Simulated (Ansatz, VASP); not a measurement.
WO2F2: VASP beside Ansatz

```
W O F
1.0
    11.22000    0.00000    0.00000
     0.00000   11.22000    0.00000
     0.00000    0.00000   11.02000
W O F
1 2 2
Direct
  0.50016 0.50016 0.49878
  0.58582 0.58582 0.59209
  0.41449 0.41449 0.59209
  0.59925 0.40107 0.40835
  0.40107 0.59925 0.40835
```

Alike in both runs: task single point; functional PBE; k mesh 1 × 1 × 1; occupations gaussian, width 0.01 eV; no spin polarisation.

|  | VASP | Ansatz |
| --- | --- | --- |
| version | VASP 6.6.1 | Ansatz 0.2.0 |
| potentials or method | VASP PAW PBE potentials, release 64 (W_sv, O_h, F_h), cutoff 1010 eV | scalar-relativistic, plane waves, PAW |
| valence electrons in the cell | 40 | 40 |

|  | VASP | Ansatz | Ansatz less VASP |
| --- | --- | --- | --- |
| gap on the k mesh at the Fermi level (eV) | 4.63 | 4.64 | +0.009 |
| rms of the force components (eV/Å) | 0.321 | 0.125 | -0.1951 |

Atom by atom the forces differ by 0.213 eV/Å (rms over components). One of these differences is far larger than is usual between the two programs; its cause wasn't traced. With one functional, cell and mesh, what is left measures potentials, basis and numerics. Ansatz's warnings: structure snapped to symmetry.

Neither program's run includes spin-orbit coupling.
